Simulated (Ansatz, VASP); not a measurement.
Given: the input of a run of Ansatz 0.2.0 on WS.

File input:

```
crystal:
  lattice:
    - [3.44484848, 0.0, 0.0]
    - [0.0, 3.44484848, 0.0]
    - [0.0, 0.0, 3.44484848]
  atoms:
    - { symbol: W, position: [0.5, 0.5, 0.5] }
    - { symbol: S, position: [0.0, 0.0, 0.0] }
hamiltonian:
  xc: hf
  pseudopotentials: { kind: paw }
kpoints:
  mp_grid: { grid: [4, 4, 4] }
scf:
  occupations: { method: fermi_dirac, width: 0.05 }
output:
  forces: true
  stress: true
  eigenvalues: true
```

Q: Translate it to VASP 6.6.1. Potentials there: VASP PAW PBE potentials, release 64 (W_sv, S).

A: As run (the cutoff follows the program's own potentials):

POSCAR

```
WS
1.0
    3.4448484800      0.0000000000      0.0000000000
    0.0000000000      3.4448484800      0.0000000000
    0.0000000000      0.0000000000      3.4448484800
W S
1 1
Direct
    0.5000000000      0.5000000000      0.5000000000
    0.0000000000      0.0000000000      0.0000000000
```

Contents of INCAR.step1:

```
SYSTEM = WS
PREC     = Accurate       ! precision mode
ENCUT    = 520            ! plane-wave cutoff, eV
EDIFF    = 1E-5           ! SCF threshold, eV
ISMEAR   = -1             ! smearing method
SIGMA    = 0.05           ! smearing width, eV
LREAL    = .FALSE.        ! projectors in reciprocal space
LASPH    = .TRUE.         ! aspherical terms in the spheres
NELM     = 100            ! most SCF steps
ALGO     = Normal         ! electronic algorithm
ISIF     = 2              ! what is computed and relaxed
LWAVE    = .TRUE.         ! write WAVECAR
LCHARG   = .FALSE.        ! write CHGCAR
GGA      = PE             ! functional
NBANDS   = 17             ! bands
```

File INCAR.step2:

```
SYSTEM = WS
PREC     = Accurate       ! precision mode
ENCUT    = 520            ! plane-wave cutoff, eV
EDIFF    = 1E-6           ! SCF threshold, eV
ISMEAR   = -1             ! smearing method
SIGMA    = 0.05           ! smearing width, eV
LREAL    = .FALSE.        ! projectors in reciprocal space
LASPH    = .TRUE.         ! aspherical terms in the spheres
NELM     = 100            ! most SCF steps
ALGO     = Normal         ! electronic algorithm
ISIF     = 2              ! what is computed and relaxed
LWAVE    = .FALSE.        ! write WAVECAR
LCHARG   = .FALSE.        ! write CHGCAR
GGA      = PE             ! functional
LHFCALC  = .TRUE.         ! exact exchange
AEXX     = 1.0            ! exact-exchange fraction
ALDAC    = 0.0          
AGGAC    = 0.0          
PRECFOCK = Normal       
ISTART   = 1            
NBANDS   = 17             ! bands
```

Contents of KPOINTS:

```
Automatic mesh
0
G
  4 4 4
  0 0 0
```

Potentials or basis: VASP PAW PBE potentials, release 64 (W_sv, S).

The run is started by

```console
$ cat potpaw_PBE.64/W_sv/POTCAR potpaw_PBE.64/S/POTCAR > POTCAR
$ cp INCAR.step1 INCAR
$ mpirun -np 1 vasp_std > vasp.out
$ cp INCAR.step2 INCAR
$ mpirun -np 1 vasp_std > vasp.out
```

Both were run:

|  | VASP | Ansatz | Ansatz less VASP |
| --- | --- | --- | --- |
| gap on the k mesh at the Fermi level (eV) | 6.14 | 5.86 | -0.280 |
| least direct gap on the mesh (eV) | 7.82 | 7.70 | -0.128 |
| pressure (GPa) | -11.7 | -10.6 | +1.12 |

VASP's potentials were made for PBE, not for HF.

The k mesh is coarse, so the values compare programs but aren't converged. Spin-orbit coupling is off throughout.
